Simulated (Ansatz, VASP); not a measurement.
**CO2 in VASP and in Ansatz**

```
CELL_PARAMETERS angstrom
5.67111 0.00000 0.00000
0.00000 5.67111 0.00000
0.00000 0.00000 5.67111
ATOMIC_POSITIONS crystal
C 0.00000 0.00000 0.00000
C 0.50000 0.00000 0.50000
C 0.50000 0.50000 0.00000
C 0.00000 0.50000 0.50000
O 0.11903 0.11903 0.11903
O 0.38097 0.88097 0.61903
O 0.61903 0.38097 0.88097
O 0.88097 0.61903 0.38097
O 0.88097 0.88097 0.88097
O 0.61903 0.11903 0.38097
O 0.38097 0.61903 0.11903
O 0.11903 0.38097 0.61903
```

Alike in both runs: functional PBE; dispersion D3(BJ); k mesh 4 × 4 × 4; occupations gaussian, width 0.1 eV; no spin polarisation.

Ansatz relaxed the structure, and its values are those at the end. VASP's run is a single point on that final structure, the one shown.

|  | VASP | Ansatz |
| --- | --- | --- |
| version | VASP 6.6.1 | Ansatz 0.2.0 |
| potentials or method | VASP PAW PBE potentials, release 64 (C, O), cutoff 520 eV | scalar-relativistic, plane waves, PAW |
| valence electrons in the cell | 64 | 64 |

Ansatz gave:

* gap on the k mesh at the Fermi level (eV): 6.76
* least direct gap on the mesh (eV): 6.76
* pressure (GPa): 0.1
* rms of the force components (eV/Å): 0.024

**Question.** Estimate VASP's values.

**Answer.** gap on the k mesh at the Fermi level (eV): 6.74; least direct gap on the mesh (eV): 6.74; pressure (GPa): 1.5; rms of the force components (eV/Å): 0.273.

One of these differences is far larger than is usual between the two programs; its cause wasn't traced.

Noted on VASP's run: the standard files for N, O and F lose accuracy on very short bonds.
